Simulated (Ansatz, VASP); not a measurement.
This is a calculation of GaN for VASP 6.6.1.

Contents of INCAR:

```
PREC = Accurate
ENCUT = 1330
EDIFF = 1E-6
ISMEAR = -1
SIGMA = 0.05
LREAL = F
LASPH = T
NELM = 120
ALGO = Normal
ISIF = 2
LWAVE = F
LCHARG = F
GGA = B5
ALDAX = 1.0
AGGAX = 1.0
AGGAC = 1.0
ALDAC = 0.0
IVDW = 12
VDW_S6 = 1.0
VDW_S8 = 2.6996
VDW_A1 = 0.4298
VDW_A2 = 4.2359
NBANDS = 16
GGA_COMPAT = F
```

KPOINTS

```
regular mesh
0
Gamma
  10 10 10
```

File POSCAR:

```
GaN
1.0
    0.0000000000      2.2383759866      2.2383759866
    2.2383759866      0.0000000000      2.2383759866
    2.2383759866      2.2383759866      0.0000000000
Ga N
1 1
Direct
    0.0000000000      0.0000000000      0.0000000000
    0.2500000000      0.2500000000      0.2500000000
```

Potentials or basis: VASP PAW PBE potentials, release 64 (Ga_d, N_h).

The run is started by

```bash
$ cat potpaw_PBE.64/Ga_d/POTCAR potpaw_PBE.64/N_h/POTCAR > POTCAR
$ mpirun -np 1 vasp_std > vasp.out
```

Problem. Translate it to Ansatz 0.2.0. Potentials there: Ansatz PAW.

Solution. As run (the cutoff follows the program's own potentials):

input.yaml

```yaml
crystal:
  lattice:
    - [0.0, 2.2383759866, 2.2383759866]
    - [2.2383759866, 0.0, 2.2383759866]
    - [2.2383759866, 2.2383759866, 0.0]
  atoms:
    - { symbol: Ga, position: [0.0, 0.0, 0.0] }
    - { symbol: "N", position: [0.25, 0.25, 0.25] }
hamiltonian:
  xc: blyp
  pseudopotentials: { kind: paw }
  dispersion: d3bj
kpoints:
  mp_grid: { grid: [10, 10, 10] }
scf:
  occupations: { method: fermi_dirac, width: 0.05 }
output:
  forces: true
  stress: true
  eigenvalues: true
```

Potentials or basis: Ansatz PAW.

The run is started by

```console
$ ansatz run input.yaml --threads 2 --pin off --max-ram 5120MiB --backend cpu --events-out ev --progress --plain --runs-dir out
```

Both were run:

|  | VASP | Ansatz | Ansatz less VASP |
| --- | --- | --- | --- |
| gap on the k mesh at the Fermi level (eV) | 1.95 | 1.96 | +0.006 |
| least direct gap on the mesh (eV) | 1.95 | 1.96 | +0.006 |
| pressure (GPa) | 7.9 | 6.3 | -1.59 |

VASP's potentials were made for PBE, not for BLYP.
